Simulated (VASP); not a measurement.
## Be3Cd2Te: single point with PBE

Crystal: Be3Cd2Te.

```xyz
6
Lattice="2.1004 1.2126 7.4338 -2.1004 1.2126 7.4338 0.0000 -2.4253 7.4338" Properties=species:S:1:pos:R:3 pbc="T T T"
Be   -1.0502    0.6063    3.7169
Be    1.0502    0.6063    3.7169
Be    0.0000   -1.2126    3.7169
Cd    0.0000    0.0000   13.0233
Cd    0.0000    0.0000    9.2782
Te    0.0000    0.0000    0.0000
```

The cell was generated, and may not be a known phase.

| Item | Value |
| --- | --- |
| Program | VASP 6.6.1 |
| Task | single point |
| Functional | PBE |
| Potentials or basis | VASP PAW PBE potentials, release 64 (Be, Cd, Te) |
| Cutoff | 520 eV |
| k mesh | 12 × 12 × 12 |
| Occupations | gaussian, width 0.1 eV |
| Spin | no spin polarisation |

The pressure is 0.2 GPa. The band gap on the k mesh is zero (bands 18 and 19 overlap by 1.17 eV).

Levels at points of the mesh, in eV from the Fermi level:
```csv
k point,band 16,band 17,band 18,band 19,band 20,band 21
"(0.00, 0.00, 0.00)",-0.49,-0.49,0.84,0.84,1.13,4.68
"(0.50, 0.00, 0.00)",-2.10,-1.58,-1.36,-0.07,1.41,2.54
"(0.50, 0.50, 0.00)",-1.71,-1.68,-0.95,0.34,0.78,0.92
"(0.50, 0.50, 0.50)",-0.26,-0.26,0.44,0.44,2.61,3.90
```

Wall time 27 min on 1 thread of Intel(R) Xeon(R) Platinum 8488C (Sapphire Rapids), on a shared host, peak memory 0.89 GiB.

Caveat: spin-orbit coupling is left out, which moves the levels of the heavy elements.
